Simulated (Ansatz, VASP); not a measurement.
## CuSn3: VASP beside Ansatz

```
Cu Sn
1.0
    -2.23990    2.23990    4.87070
     2.23990   -2.23990    4.87070
     2.23990    2.23990   -4.87070
Cu Sn
1 3
Direct
  0.00000 0.00000 0.00000
  0.75000 0.25000 0.50000
  0.25000 0.75000 0.50000
  0.50000 0.50000 0.00000
```

Alike in both runs: task single point; functional PBE; k mesh 6 × 6 × 6; occupations gaussian, width 0.1 eV; no spin polarisation.

|  | VASP | Ansatz |
| --- | --- | --- |
| version | VASP 6.6.1 | Ansatz 0.2.0 |
| potentials or method | VASP PAW PBE potentials, release 64 (Cu, Sn_d), cutoff 520 eV | scalar-relativistic, plane waves, PAW |
| valence electrons in the cell | 53 | 61 |

|  | VASP | Ansatz | Ansatz less VASP |
| --- | --- | --- | --- |
| gap on the k mesh at the Fermi level (eV) | none | none | - |
| pressure (GPa) | -1.3 | -1.2 | +0.08 |
| traceless stress, the component that is largest in VASP (GPa) | -0.85 | -0.82 | +0.029 |

A gap of «none» marks a metal or a gap that the smearing closes. With one functional, cell and mesh, what is left measures potentials, basis and numerics. VASP's potentials hold 53 valence electrons a cell and Ansatz's 61, so a difference there can come from the potentials and not from the codes.
